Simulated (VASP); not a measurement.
CuO, 4 atoms in the cell. The typed cell holds 4 atoms: a = 2.988 Å, b = 2.816 Å, c = 5.493 Å, α = 74.89°, β = 74.25°, γ = 66.24°. 

- Program: VASP 6.6.1
- Task: single point
- Functional: r2SCAN
- Potentials or basis: VASP PAW PBE potentials, release 64 (Cu, O)
- Cutoff: 520 eV
- k mesh: 10 × 10 × 5
- Occupations: fermi-dirac, width 0.05 eV
- Spin: no spin polarisation
- Hubbard terms: Cu d U = 2.0 eV
- Dipole correction: no
- Further INCAR settings: ALGO = Normal; EDIFF = 1e-06; NBANDS = 25

Potentials or basis: VASP PAW PBE potentials, release 64 (Cu, O).

Run with:

```sh
$ cat potpaw_PBE.64/Cu/POTCAR potpaw_PBE.64/O/POTCAR > POTCAR
$ cp INCAR.step1 INCAR
$ mpirun -np 1 vasp_std > vasp.out
$ cp INCAR.step2 INCAR
$ mpirun -np 1 vasp_std > vasp.out
```

Hardware: 1 thread of Intel(R) Xeon(R) 6975P-C (Granite Rapids) (shared host).

**Question.** How long does it take, and how much memory?

**Answer.** Wall time 8.2 min on 1 thread of Intel(R) Xeon(R) 6975P-C (Granite Rapids), with other jobs on the host, peak memory 0.32 GiB. Counts: k points 252.
